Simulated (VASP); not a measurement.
A run of VASP 6.6.1 is set up as follows.

POSCAR

```
AlRu
1.0
    2.9827001949      0.0000000000      0.0000000000
    0.0000000000      2.9827001949      0.0000000000
    0.0000000000      0.0000000000      2.9827001949
Al Ru
1 1
Direct
    0.0000000000      0.0000000000      0.0000000000
    0.5000000000      0.5000000000      0.5000000000
```

The input INCAR.step1:

```
  PREC = Accurate
  ENCUT = 520
  ISMEAR = 0
  SIGMA = 0.1
  LREAL = False
  LASPH = True
  NELM = 60
  NBANDS = 16
  GGA = PE
  ALGO = Normal
  EDIFF = 1E-4
  LWAVE = True
  LCHARG = False
```

File INCAR.step2:

```
  PREC = Accurate
  ENCUT = 520
  EDIFF = 1E-7
  ISMEAR = 0
  SIGMA = 0.1
  LREAL = False
  LASPH = True
  NELM = 60
  ALGO = Normal
  ISIF = 2
  LWAVE = False
  LCHARG = False
  METAGGA = R2SCAN
  LMIXTAU = True
  NBANDS = 16
  ISTART = 1
```

The input KPOINTS:

```
Automatic mesh
0
Gamma
  14 14 14
```

Potentials or basis: VASP PAW PBE potentials, release 64 (Al, Ru_pv).

Launch:

```bash
$ cat potpaw_PBE.64/Al/POTCAR potpaw_PBE.64/Ru_pv/POTCAR > POTCAR
$ cp INCAR.step1 INCAR
$ mpirun -np 1 vasp_std > vasp.out
$ cp INCAR.step2 INCAR
$ mpirun -np 1 vasp_std > vasp.out
```

Task: Predict the pressure.

Result: 0.1 GPa.

Task: What does it give for the band gap on the k mesh?

Result: Zero (an odd number of electrons rules out a gap without spin polarisation).

Caveat: the PAW data sets were made with another functional, which shifts forces and pressure a little.
